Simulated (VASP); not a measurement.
Here is a VASP 6.6.1 calculation.

File INCAR:

```
SYSTEM = KSrCl3
PREC = Accurate
ENCUT = 520
EDIFF = 1E-7
ISMEAR = -1
SIGMA = 0.03
LREAL = .FALSE.
LASPH = .TRUE.
NELM = 80
ALGO = Normal
ISIF = 2
LWAVE = .FALSE.
LCHARG = .TRUE.
GGA = PS
LELF = .TRUE.
LVHAR = .TRUE.
NBANDS = 28
```

File KPOINTS:

```
Automatic mesh
0
G
  4 4 4
  0 0 0
```

Contents of POSCAR:

```
KSrCl3
1.0
    5.5857198128      0.0000000000      0.0000000000
    0.0000000000      5.5857198128      0.0000000000
    0.0000000000      0.0000000000      5.5857198128
K Sr Cl
1 1 3
Direct
    0.0000000000      0.0000000000      0.0000000000
    0.5000000000      0.5000000000      0.5000000000
    0.5000000000      0.5000000000      0.0000000000
    0.5000000000      0.0000000000      0.5000000000
    0.0000000000      0.5000000000      0.5000000000
```

Potentials or basis: VASP PAW PBE potentials, release 64 (K_sv, Sr_sv, Cl).

Launch:

```sh
$ cat potpaw_PBE.64/K_sv/POTCAR potpaw_PBE.64/Sr_sv/POTCAR potpaw_PBE.64/Cl/POTCAR > POTCAR
$ mpirun -np 1 vasp_std > vasp.out
```

(1) What does it give for the band gap on the k mesh?

(2) Predict the pressure.

Answers

(1) 4.46 eV, indirect (least direct gap 4.66 eV).

(2) 0.1 GPa.

Caveat: the PAW data sets were made with another functional, which shifts forces and pressure a little.
